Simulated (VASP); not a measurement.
# TiO2 (I4_1/amd) in VASP: further runs, part 2 of 2

VASP 6.6.1. The steps go on from the part before.

## (3) Single point, PBE+U

This run uses another cell than the first one, of 11.35 Å³/atom.

INCAR reads:

```
PREC = Accurate
ENCUT = 520
EDIFF = 1E-6
ISMEAR = 0
SIGMA = 0.05
LREAL = False
LASPH = True
NELM = 150
ALGO = Normal
ISIF = 2
LWAVE = False
LCHARG = False
LMAXMIX = 4
LDAU = True
LDAUTYPE = 2
LDAUL = 2 -1
LDAUU = 4 0
LDAUJ = 0 0
LDAUPRINT = 1
GGA = PE
NBANDS = 33
```

KPOINTS reads:

```
Automatic mesh
0
Gamma
  8 8 8
```

POSCAR reads:

```
TiO2
1.0
    0.0000000000     -3.7842000000      0.0000000000
    3.7842000000      0.0000000000      0.0000000000
   -1.8921000000      1.8921000000      4.7573000000
Ti O
2 4
Direct
    0.0000000000      0.0000000000      0.0000000000
    0.7500000000      0.2500000000      0.5000000000
    0.2081000000      0.2081000000      0.4162000000
    0.9581000000      0.4581000000      0.9162000000
    0.5419000000      0.0419000000      0.0838000000
    0.7919000000      0.7919000000      0.5838000000
```

Potentials or basis: VASP PAW PBE potentials, release 64 (Ti_sv, O).

Command:

```console
> cat potpaw_PBE.64/Ti_sv/POTCAR potpaw_PBE.64/O/POTCAR > POTCAR
> mpirun -np 1 vasp_std > vasp.out
```

Run time: 2.6 min. Hardware: 1 thread of Intel Xeon Platinum 8259CL at 2.50GHz (Skylake/Cascade Lake), shared host; peak memory 0.23 GiB.

It converged, with:

- Free energy: -48.3523 eV
- Pressure: 13.3 GPa
- Largest force: 0.233 eV/Å
- Band gap on the k mesh: 2.71 eV (least direct gap 3.04 eV)

Forces on the atoms (eV/Å):
```
Ti   0.000  0.000  0.000
Ti   0.000  0.000  0.000
O    0.000  0.000  0.233
O    0.000  0.000  0.233
O    0.000  0.000 -0.233
O    0.000  0.000 -0.233
```

Stress tensor (GPa, compression positive):
```
13.46  0.00  0.00
 0.00 13.46  0.00
 0.00  0.00 13.07
```

Levels at points of the mesh, in eV from the valence-band top:
| k point | band 20 | band 21 | band 22 | band 23 | band 24 | band 25 | band 26 | band 27 | band 28 | band 29 |
| --- | --- | --- | --- | --- | --- | --- | --- | --- | --- | --- |
| (0.00, 0.00, 0.00) | -0.78 | -0.72 | -0.72 | -0.45 | -0.45 | 2.71 | 3.49 | 4.47 | 4.47 | 4.55 |
| (0.50, 0.00, 0.00) | -1.97 | -1.84 | -0.93 | -0.87 | -0.66 | 3.83 | 4.05 | 4.07 | 4.24 | 4.80 |
| (0.50, 0.50, 0.00) | -2.58 | -2.03 | -2.03 | -0.01 | -0.01 | 3.93 | 3.93 | 4.35 | 4.35 | 5.44 |
| (0.00, 0.00, 0.50) | -1.40 | -1.27 | -1.27 | -0.12 | -0.12 | 3.09 | 3.09 | 4.39 | 4.39 | 4.66 |

Eigenvalues of the final occupation matrices:
| site | spin | trace | eigenvalues |
| --- | --- | --- | --- |
| site 1 d | 1 | 0.82 | 0.10 0.10 0.11 0.25 0.25 |
| site 1 d | 2 | 0.82 | 0.10 0.10 0.11 0.25 0.25 |
| site 2 d | 1 | 0.82 | 0.10 0.10 0.11 0.25 0.25 |
| site 2 d | 2 | 0.82 | 0.10 0.10 0.11 0.25 0.25 |

Caveat: the cell stands under pressure.

## (4) Single point, PBE+U

This run uses another cell than the first one, of 11.35 Å³/atom.

INCAR reads:

```
  PREC = Accurate
  ENCUT = 520
  EDIFF = 1E-6
  ISMEAR = 0
  SIGMA = 0.05
  LREAL = False
  LASPH = True
  NELM = 150
  ALGO = Normal
  ISIF = 2
  LWAVE = False
  LCHARG = False
  LMAXMIX = 4
  LDAU = True
  LDAUTYPE = 2
  LDAUL = 2 -1
  LDAUU = 4 0
  LDAUJ = 0 0
  LDAUPRINT = 1
  GGA = PE
  NELECT = 47.75
  NBANDS = 33
```

KPOINTS is that of step 3.

POSCAR is that of step 3.

Potentials or basis: VASP PAW PBE potentials, release 64 (Ti_sv, O).

Command:

```console
> cat potpaw_PBE.64/Ti_sv/POTCAR potpaw_PBE.64/O/POTCAR > POTCAR
> mpirun -np 1 vasp_std > vasp.out
```

OUTCAR:

```text
PREC = Accurate
   ENCUT = 520
   EDIFF = 1E-6
   ISMEAR = 0
   LREAL = False
   LASPH = True
   NELM = 150
   ISIF = 2
   GGA = PE
   NELECT = 47.75

 ion  position               nearest neighbor table
   1  0.000  0.000  0.000-   5 1.93   4 1.93   5 1.93   4 1.93   6 1.98   3 1.98
   2  0.750  0.250  0.500-   6 1.93   3 1.93   6 1.93   3 1.93   4 1.98   5 1.98
   3  0.208  0.208  0.416-   2 1.93   2 1.93   1 1.98
   4  0.958  0.458  0.916-   1 1.93   1 1.93   2 1.98
   5  0.542  0.042  0.084-   1 1.93   1 1.93   2 1.98
   6  0.792  0.792  0.584-   2 1.93   2 1.93   1 1.98

  LATTYP: Found a body centered tetragonal cell.
 ALAT       =     3.7842000000
 C/A-ratio  =     2.5142962846

  Lattice vectors:

 A1 = (  -1.8921000000,  -1.8921000000,  -4.7573000000)
 A2 = (   1.8921000000,   1.8921000000,  -4.7573000000)
 A3 = (   1.8921000000,  -1.8921000000,   4.7573000000)

Analysis of symmetry for initial positions (statically):
=====================================================================
 Subroutine PRICEL returns:
 Original cell was already a primitive cell.

 Routine SETGRP: Setting up the symmetry group for a
 body centered tetragonal supercell.
[... 244 lines left out ...]

  energy without entropy =      -49.22536839  energy(sigma->0) =      -49.22687404

 E-fermi :   3.3839     XC(G=0): -10.7028

 val. band max:        3.3635928613   @ k =   0.0000   0.0000   0.3750
 cond. band min:       3.3881308181   @ k =  -0.3750   0.5000   0.1250
 fundamental gap:      0.0245379568
 Fermi energy:         3.3838955482

 k-point     1 :       0.0000    0.0000    0.0000
  band No.  band energies     occupation
      1     -53.7833      2.00000
      2     -53.7256      2.00000
      3     -30.1907      2.00000
      4     -29.9591      2.00000
      5     -29.9591      2.00000
      6     -29.8911      2.00000
[... 853 lines left out ...]
     32       9.5171      0.00000
     33       9.7736      0.00000

 [... further k-points ...]
[... 5 lines left out ...]
  --------------------------------------------------------------------------------------
  -------------------------------------------------------------------------------------
  Total        3.2774423      3.2774423      3.8499352      0.0000000      0.0000000      0.0000000
  in kB       77.0791526     77.0791526     90.5430876      0.0000000      0.0000000      0.0000000
  external PRESSURE =      81.5671309 kB  Pullay stress =       0.0000000 kB

 VOLUME and BASIS-vectors are now :
 -----------------------------------------------------------------------------
  energy-cutoff  :      520.00
  volume of cell :       68.13
      direct lattice vectors                 reciprocal lattice vectors
     0.000000000 -3.784200000  0.000000000     0.000000000 -0.264256646  0.105101633
     3.784200000  0.000000000  0.000000000     0.264256646  0.000000000  0.105101633
    -1.892100000  1.892100000  4.757300000     0.000000000  0.000000000  0.210203267

 POSITION                                       TOTAL-FORCE (eV/Angst)
 -----------------------------------------------------------------------------------
      0.00000      0.00000      0.00000        -0.000000     -0.000000      0.000000
      0.00000     -1.89210      2.37865         0.000000      0.000000      0.000000
      0.00000      0.00000      1.97999        -0.000000     -0.000000      0.403799
      0.00000     -1.89210      4.35864         0.000000      0.000000      0.403799
      0.00000     -1.89210      0.39866         0.000000     -0.000000     -0.403799
      1.89210     -1.89210      2.77731         0.000000     -0.000000     -0.403799
 -----------------------------------------------------------------------------------
    total drift:                                0.000000     -0.000000      0.000000

  FREE ENERGIE OF THE ION-ELECTRON SYSTEM (eV)
  ---------------------------------------------------
  free  energy   TOTEN  =       -49.2283796968 eV

  energy  without entropy=      -49.2253683860  energy(sigma->0) =      -49.22687404
```

stdout:

```text
POSCAR found type information on POSCAR TiO
 POSCAR found :  2 types and       6 ions
 scaLAPACK will be used
 LDA part: xc-table for (Slater+PW92), standard interpolation
 POSCAR, INCAR and KPOINTS ok, starting setup
 FFT: planning ... GRIDC
 FFT: planning ... GRID_SOFT
 FFT: planning ... GRID
 WAVECAR not read
 entering main loop
 the old and the new charge density differ
 old charge density:    48.00000 new   47.75000
    0.321E+01
```

Wall time 2.6 min (1 thread of Intel Xeon Platinum 8259CL at 2.50GHz (Skylake/Cascade Lake), shared host); peak memory 0.24 GiB.

What came out:

```
Free energy   : -49.2284 eV
Largest force : 0.404 eV/Å
```

Forces on the atoms (eV/Å):
```
Ti   0.000  0.000  0.000
Ti   0.000  0.000  0.000
O    0.000  0.000  0.404
O    0.000  0.000  0.404
O    0.000  0.000 -0.404
O    0.000  0.000 -0.404
```

Eigenvalues of the final occupation matrices:
| site | spin | trace | eigenvalues |
| --- | --- | --- | --- |
| site 1 d | 1 | 0.81 | 0.10 0.10 0.10 0.25 0.25 |
| site 1 d | 2 | 0.81 | 0.10 0.10 0.10 0.25 0.25 |
| site 2 d | 1 | 0.81 | 0.10 0.10 0.10 0.25 0.25 |
| site 2 d | 2 | 0.81 | 0.10 0.10 0.10 0.25 0.25 |

Caveat: the cell carries a net charge on a neutralising background, which shifts energy and pressure; the cell is charged against a uniform background, so pressure and absolute levels hang on convention; U without spin polarisation on a metal has little footing.
